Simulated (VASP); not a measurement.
Wanted: the native input for a VASP 6.6.1 run.

```yaml
Task: relaxation of the atoms
Functional: PBEsol
Potentials_or_basis: VASP PAW PBE potentials, release 64 (Tl_d)
Cutoff: 480 eV
k_mesh: 10 × 10 × 1
Occupations: methfessel-paxton, width 0.1 eV
Spin: no spin polarisation
Atoms_held_fixed_from_0: "[0, 1]"
Tolerance_level: screening
Dipole_correction: yes
Purpose: geometry
Further_INCAR_settings: ALGO = Normal; EDIFF = 1e-07; NELMDL = -8; IBRION = 2; EDIFFG = -0.002; NSW = 120; ISIF = 0
```

The structure of Tl lies in POSCAR:

```
Tl
1.0
    3.4559983565      0.0000000000      0.0000000000
   -1.7279991782      2.9929823722      0.0000000000
    0.0000000000      0.0000000000     23.2875000000
Tl
4
Selective dynamics
Direct
    0.6744730000      0.3334970000      0.3205430000  F F F
    0.3520090000      0.6774320000      0.4421930000  F F F
    0.6806450000      0.3510880000      0.5616210000  T T T
    0.3328220000      0.6534960000      0.6773140000  T T T
```

This cell differs from its parent crystal: atoms moved at random.

These files were run (other wordings do the same):

INCAR

```
  GGA = PS
  LDIPOL = True
  IDIPOL = 3
  DIPOL = 0.5 0.5 0.500
  ISMEAR = 1
  SIGMA = 0.1
  LWAVE = False
  LCHARG = False
  ISIF = 0
  NSW = 120
  PREC = Accurate
  LASPH = True
  LREAL = False
  ALGO = Normal
  EDIFF = 1E-7
  NELM = 120
  GGA_COMPAT = False
  IBRION = 2
  EDIFFG = -0.002
  NELMIN = 4
  ENCUT = 480
  NELMDL = -8
  KPAR = 8
```

KPOINTS

```
Automatic mesh
0
Gamma
  10 10 1
  0 0 0
```

Potentials or basis: VASP PAW PBE potentials, release 64 (Tl_d).

The run is started by

```bash
$ cat potpaw_PBE.64/Tl_d/POTCAR > POTCAR
$ mpirun -np 8 vasp_std > vasp.out
```

It gave:

```yaml
Energy_gained_by_relaxing: 3.9 meV/atom
Ionic_steps: 16
Band_gap_on_the_k_mesh: zero (bands 26 and 27 overlap by 2.10 eV)
```

Caveat: the cell differs from its parent crystal (atoms moved at random); spin-orbit coupling is left out, which moves the levels of the heavy elements.

It took 8.3 min on 8 MPI ranks on Intel(R) Xeon(R) Platinum 8375C CPU @ 2.90GHz (Ice Lake), on a shared host, peak memory 0.58 GiB a rank.
